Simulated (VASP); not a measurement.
A run of VASP 6.6.1 is set up as follows.

INCAR

```
PREC = Accurate ; ENCUT = 520
EDIFF = 1E-7 ; ISMEAR = 0
SIGMA = 0.05 ; LREAL = F
LASPH = T ; NELM = 100
ALGO = Normal ; ISIF = 2
LWAVE = F ; LCHARG = F
GGA = PS ; NBANDS = 17
```

Contents of KPOINTS:

```
regular mesh
0
Gamma
  10 10 10
```

Contents of POSCAR:

```
PbS
1.0
    0.0000000000      2.9650000000      2.9650000000
    2.9650000000      0.0000000000      2.9650000000
    2.9650000000      2.9650000000      0.0000000000
Pb S
1 1
Direct
   -0.0225497470      0.0097470489      0.0172613828
    0.5000000000      0.5000000000      0.5000000000
```

Potentials or basis: VASP PAW PBE potentials, release 64 (Pb_d, S).

The run is started by

```bash
$ cat potpaw_PBE.64/Pb_d/POTCAR potpaw_PBE.64/S/POTCAR > POTCAR
$ mpirun -np 1 vasp_std > vasp.out
```

(1) Estimate the pressure.

(2) Estimate the largest force.

(3) Estimate the band gap on the k mesh.

Results:

(1) -0.7 GPa.

(2) 0.042 eV/Å.

(3) 0.28 eV, direct.

Caveat: the cell differs from its parent crystal (one atom moved); the PAW data sets were made with another functional, which shifts forces and pressure a little; spin-orbit coupling is left out, which moves the levels of the heavy elements.
